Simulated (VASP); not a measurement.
# Mn: single point with RPBE

The system is Mn.

```
CELL_PARAMETERS angstrom
0.00000 1.78705 1.78705
1.78705 0.00000 1.78705
1.78705 1.78705 0.00000
ATOMIC_POSITIONS crystal
Mn 0.00000 0.00000 0.00000
```

This cell differs from its parent crystal: volume scaled by 1.04.

| Property | Result |
| --- | --- |
| Program | VASP 6.6.1 |
| Task | single point |
| Functional | RPBE |
| Potentials or basis | VASP PAW PBE potentials, release 64 (Mn_pv) |
| Cutoff | 520 eV |
| k mesh | 17 × 17 × 17 |
| Occupations | fermi-dirac, width 0.1 eV |
| Spin | no spin polarisation |

```
Pressure : -9.3 GPa
```

Levels at points of the mesh, in eV from the Fermi level:
```csv
k point,band 4,band 5,band 6,band 7,band 8,band 9,band 10,band 11
"(0.00, 0.00, 0.00)",-8.04,-1.04,-1.04,-1.04,0.51,0.51,20.95,26.40
```

Wall time 17 s on 1 thread of AMD EPYC 7R13 Processor (Zen 3) (shared host), peak memory 0.11 GiB.

Caveat: the PAW data sets were made with another functional, which shifts forces and pressure a little; the run has no spin polarisation, though such a crystal can be magnetic. Spin polarisation is off, so any magnetic state and its effect on volume and gap are missing.
